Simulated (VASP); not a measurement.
The system is ZnS.

```
CELL_PARAMETERS angstrom
3.81200 0.00000 0.00000
-1.90600 3.30129 0.00000
0.00000 0.00000 18.68999
ATOMIC_POSITIONS crystal
Zn 0.33333 0.66667 0.83333
Zn 0.66667 0.33333 0.33333
Zn 0.66667 0.33333 0.66667
Zn 0.33333 0.66667 0.16667
Zn 0.00000 0.00000 0.50000
Zn 0.00000 0.00000 0.00000
S 0.33333 0.66667 0.95833
S 0.66667 0.33333 0.45833
S 0.66667 0.33333 0.79167
S 0.33333 0.66667 0.29167
S 0.00000 0.00000 0.62500
S 0.00000 0.00000 0.12500
```

Program: VASP 6.6.1. Alike in all runs: task single point; potentials or basis VASP PAW PBE potentials, release 64 (Zn, S); no spin polarisation; cell as given; k mesh 8 × 8 × 2; cutoff (eV) 520; smearing fermi-dirac 0.05 eV.

Q: Order these runs on this cell by their pressure, lowest first.
A. level revPBE
B. level BLYP+D3(BJ)
C. level PBE exchange alone

A: B (-0.1 GPa), A (4.3 GPa), C (12.7 GPa).

Caveats: the PAW data sets were made with another functional, which shifts forces and pressure a little (at least some runs); the cell stands under pressure (at least some runs).
